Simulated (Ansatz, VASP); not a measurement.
# TaSi2: VASP beside Ansatz

File INCAR:

```
PREC = Accurate
ENCUT = 600
EDIFF = 1E-6
ISMEAR = -1
SIGMA = 0.05
LREAL = F
LASPH = T
NELM = 80
ALGO = Normal
ISIF = 3
LWAVE = F
LCHARG = F
GGA = PE
IVDW = 13
IBRION = 2
NSW = 60
EDIFFG = -0.01
```

KPOINTS

```
Automatic mesh
0
Gamma
  7 7 4
```

File POSCAR:

```
TaSi2
1.0
    4.7800000000      0.0000000000      0.0000000000
   -2.3900000000      4.1396014301      0.0000000000
    0.0000000000      0.0000000000      6.5640000000
Ta Si
3 6
Direct
    0.0000000000      0.5000000000      0.1666666667
    0.5000000000      0.5000000000      0.8333333333
    0.5000000000      0.0000000000      0.5000000000
    0.3333000000      0.1666500000      0.1666666667
    0.1666500000      0.8333500000      0.8333333333
    0.8333500000      0.6667000000      0.5000000000
    0.6667000000      0.8333500000      0.1666666667
    0.8333500000      0.1666500000      0.8333333333
    0.1666500000      0.3333000000      0.5000000000
```

The input input.yaml:

```yaml
crystal:
  lattice:
    - [4.78, 0.0, 0.0]
    - [-2.39, 4.1396014301, 0.0]
    - [0.0, 0.0, 6.564]
  atoms:
    - { symbol: Ta, position: [0.0, 0.5, 0.1666666667] }
    - { symbol: Ta, position: [0.5, 0.5, 0.8333333333] }
    - { symbol: Ta, position: [0.5, 0.0, 0.5] }
    - { symbol: Si, position: [0.3333, 0.16665, 0.1666666667] }
    - { symbol: Si, position: [0.16665, 0.83335, 0.8333333333] }
    - { symbol: Si, position: [0.83335, 0.6667, 0.5] }
    - { symbol: Si, position: [0.6667, 0.83335, 0.1666666667] }
    - { symbol: Si, position: [0.83335, 0.16665, 0.8333333333] }
    - { symbol: Si, position: [0.16665, 0.3333, 0.5] }
hamiltonian:
  xc: pbe
  pseudopotentials: { kind: paw }
  dispersion: d4
kpoints:
  mp_grid: { grid: [7, 7, 4] }
scf:
  occupations: { method: fermi_dirac, width: 0.05 }
output:
  forces: true
  stress: true
  eigenvalues: true
relax:
  f_tol: 0.01
  max_steps: 40
  cell: { stress_tol: 0.05 }
```

Alike in both runs: task relaxation of cell and atoms; functional PBE; dispersion D4; k mesh 7 × 7 × 4; occupations fermi-dirac, width 0.05 eV; no spin polarisation.

|  | VASP | Ansatz |
| --- | --- | --- |
| version | VASP 6.6.1 | Ansatz 0.2.0 |
| potentials or method | VASP PAW PBE potentials, release 64 (Ta_pv, Si) | Ansatz PAW |
| plane-wave cutoff (eV) | 600 | 420 |
| valence electrons in the cell | 57 | 63 |

|  | VASP | Ansatz | Ansatz less VASP |
| --- | --- | --- | --- |
| gap on the k mesh at the Fermi level, each at its own relaxed structure (eV) | none | none | - |
| relaxed volume (Å³/atom) | 14.33 | 14.32 | -0.009 |
| relaxed length of the cell vector where the two differ most in proportion (Å) | 6.570 | 6.567 | -0.0024 |

A gap of «none» marks a metal or a gap that the smearing closes. VASP's potentials hold 57 valence electrons a cell and Ansatz's 63, so a difference there can come from the potentials and not from the codes.

Spin-orbit coupling is off throughout. Noted on Ansatz's run: the plane-wave basis is chosen anew once the cell has moved, so the energies of steps on either side of that aren't comparable.
